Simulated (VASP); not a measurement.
Write the native input for VASP 6.6.1 that does the following.

```yaml
Task: relaxation of cell and atoms
Functional: PBEsol
Potentials_or_basis: VASP PAW PBE potentials, release 64 (W_sv, Se)
Cutoff: 500 eV
k_mesh: 6 × 6 × 4
Occupations: gaussian, width 0.02 eV
Spin: no spin polarisation
Dipole_correction: no
Further_INCAR_settings: ALGO = Normal; EDIFF = 1e-07; IBRION = 2; EDIFFG = -0.015; NSW = 80; ISIF = 3
```

The structure of WSe2 lies in POSCAR:

```
WSe2
1.0
    0.0000000000     -5.6678959878      0.0000000000
    4.9085419115     -2.8339479939      0.0000000000
    0.0000000000     -1.8892986626      6.6597821245
W Se
3 6
Direct
    0.6660029054      0.6666666667      0.0019912838
    0.3326695721      0.3333333333      0.0019912838
    0.9993362387      1.0000000000      0.0019912838
    0.2488960864      0.6666666667      0.2533117409
    0.9155627530      0.3333333333      0.2533117409
    0.5822294197      1.0000000000      0.2533117409
    0.4164010082      0.6666666667      0.7507969753
    0.0830676749      0.3333333333      0.7507969753
    0.7497343416      0.0000000000      0.7507969753
```

The input as run:

INCAR

```
PREC     = Accurate       # precision mode
ENCUT    = 500            # plane-wave cutoff, eV
EDIFF    = 1E-7           # SCF threshold, eV
ISMEAR   = 0              # smearing method
SIGMA    = 0.02           # smearing width, eV
LREAL    = F              # projectors in reciprocal space
LASPH    = T              # aspherical terms in the spheres
NELM     = 120            # most SCF steps
ALGO     = Normal         # electronic algorithm
ISIF     = 3              # what is computed and relaxed
LWAVE    = F              # write WAVECAR
LCHARG   = F              # write CHGCAR
GGA      = PS             # functional
IBRION   = 2              # ionic algorithm
NSW      = 80             # ionic steps
EDIFFG   = -0.015         # ionic threshold
GGA_COMPAT= F            
NELMIN   = 4
```

KPOINTS

```
Automatic mesh
0
Gamma
  6 6 4
```

Potentials or basis: VASP PAW PBE potentials, release 64 (W_sv, Se).

Command:

```sh
$ cat potpaw_PBE.64/W_sv/POTCAR potpaw_PBE.64/Se/POTCAR > POTCAR
$ mpirun -np 1 vasp_std > vasp.out
```

Results of the run:

```yaml
Relaxed_volume: 20.64 Å³/atom
Relaxed_cell: a = 5.672 Å, b = 5.672 Å, c = 6.929 Å, α = 82.16°, β = 74.16°, γ = 60.00°
Space_group_after_relaxing_to_0.1_Å: R3m (No. 160)
Energy_gained_by_relaxing: 0.1 meV/atom
Ionic_steps: 3
Pressure_after_relaxing: 0.0 GPa
Band_gap_on_the_k_mesh: 1.11 eV
```

Caveat: the PAW data sets were made with another functional, which shifts forces and pressure a little; spin-orbit coupling is left out, which moves the levels of the heavy elements; this functional lacks dispersion, which binds the layers, so the pressure and a relaxed spacing across them are unreliable.

Wall time 25 min on 1 thread of Intel Xeon 8259CL (shared host), peak memory 0.49 GiB.
